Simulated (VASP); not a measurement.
Here is a VASP 6.6.1 calculation.

Contents of INCAR:

```
SYSTEM = ScAg3
  PREC = Accurate
  ENCUT = 500
  EDIFF = 1E-7
  ISMEAR = 1
  SIGMA = 0.05
  LREAL = .False.
  LASPH = .True.
  NELM = 120
  ALGO = Normal
  ISIF = 3
  LWAVE = .False.
  LCHARG = .False.
  GGA = CA
  IBRION = 2
  NSW = 80
  EDIFFG = -0.03
  GGA_COMPAT = .False.
  NELMIN = 4
```

File KPOINTS:

```
Automatic mesh
0
Gamma
  5 5 5
  0 0 0
```

Contents of POSCAR:

```
ScAg3
1.0
    0.0000000000      3.3200000000      3.3200000000
    3.3200000000      0.0000000000      3.3200000000
    3.3200000000      3.3200000000      0.0000000000
Sc Ag
1 3
Direct
    0.0000000000      0.0000000000      0.0000000000
    0.5000000000      0.5000000000      0.5000000000
    0.2500000000      0.2500000000      0.2500000000
    0.7500000000      0.7500000000      0.7500000000
```

Potentials or basis: VASP PAW LDA potentials, release 64 (Sc_sv, Ag).

Command:

```bash
$ cat potpaw_LDA.64/Sc_sv/POTCAR potpaw_LDA.64/Ag/POTCAR > POTCAR
$ mpirun -np 1 vasp_std > vasp.out
```

**Question.** What does it give for the relaxed cell?

**Answer.** a = 4.585 Å, b = 4.585 Å, c = 4.585 Å, α = 60.00°, β = 60.00°, γ = 60.00°.

**Question.** What does it give for the space group after relaxing (to 0.1 Å)?

**Answer.** Fm-3m (No. 225).

**Question.** What does it give for the relaxed volume?

**Answer.** 17.03 Å³/atom.

Final structure:
```xyz
4
Lattice="0.0000 3.2418 3.2418 3.2418 0.0000 3.2418 3.2418 3.2418 0.0000" Properties=species:S:1:pos:R:3 pbc="T T T"
Sc    0.0000    0.0000    0.0000
Ag    3.2418    3.2418    3.2418
Ag    1.6209    1.6209    1.6209
Ag    4.8627    4.8627    4.8627
```
